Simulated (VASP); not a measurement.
A run of VASP 6.6.1:

File INCAR:

```
ALGO = Normal ; EDIFF = 1E-6
EDIFFG = -5E-4 ; ENCUT = 520
GGA = PE ; IBRION = 2
ISIF = 2 ; ISMEAR = 0
LASPH = T ; LCHARG = F
LREAL = F ; LWAVE = F
NELM = 100 ; NSW = 80
PREC = Accurate ; SIGMA = 0.01
```

KPOINTS

```
k-points
0
Gamma
  10 10 10
```

File POSCAR:

```
Si
1.0
    0.0000000000      2.7351086096      2.7351086096
    2.7351086096      0.0000000000      2.7351086096
    2.7351086096      2.7351086096      0.0000000000
Si
2
Direct
    0.0000000000      0.0000000000      0.0000000000
    0.2500000000      0.2500000000      0.2500000000
```

Potentials or basis: VASP PAW PBE potentials, release 64 (Si).

Command:

```console
$ cat potpaw_PBE.64/Si/POTCAR > POTCAR
$ mpirun -np 1 vasp_std > vasp.out
```

Hardware: 1 thread of Intel(R) Xeon(R) 6975P-C (Granite Rapids), on a shared host.

Task: Estimate the wall time of this run.

Result: It took 6.8 s on 1 thread of Intel(R) Xeon(R) 6975P-C (Granite Rapids) (shared host), peak memory 0.15 GiB. Counts: scf iterations 11, k points 47, ion steps 1.
